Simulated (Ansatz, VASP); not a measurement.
## Two plane-wave programs on Al2H

```
Al H
1.0
     4.72834   -2.13581    0.00000
     4.72834    2.13581    0.00000
     0.00000    0.00000    3.98449
Al H
4 2
Direct
  0.42867 0.87004 0.75000
  0.12996 0.57133 0.75000
  0.87004 0.42867 0.25000
  0.57133 0.12996 0.25000
  0.02783 0.97217 0.75000
  0.97217 0.02783 0.25000
```

Change from the starting cell: species swapped into the CaMg2 type (Cmcm, No. 63).

Alike in both runs: functional PBE; k mesh 4 × 4 × 4; occupations gaussian, width 0.2 eV; no spin polarisation.

Ansatz relaxed the structure, and its values are those at the end. VASP's run is a single point on that final structure, the one shown.

|  | VASP | Ansatz |
| --- | --- | --- |
| version | VASP 6.6.1 | Ansatz 0.2.0 |
| potentials or method | VASP PAW PBE potentials, release 64 (Al, H), cutoff 500 eV | scalar-relativistic, plane waves, PAW |
| valence electrons in the cell | 14 | 14 |

```tsv
	VASP	Ansatz	Ansatz less VASP
gap on the k mesh at the Fermi level (eV)	none	none	-
pressure (GPa)	-0.1	0.0	+0.10
rms of the force components (eV/Å)	0.009	0.008	-0.0008
```

A gap of «none» marks a metal or a gap that the smearing closes.

The k mesh is coarse, so the values compare programs but aren't converged.
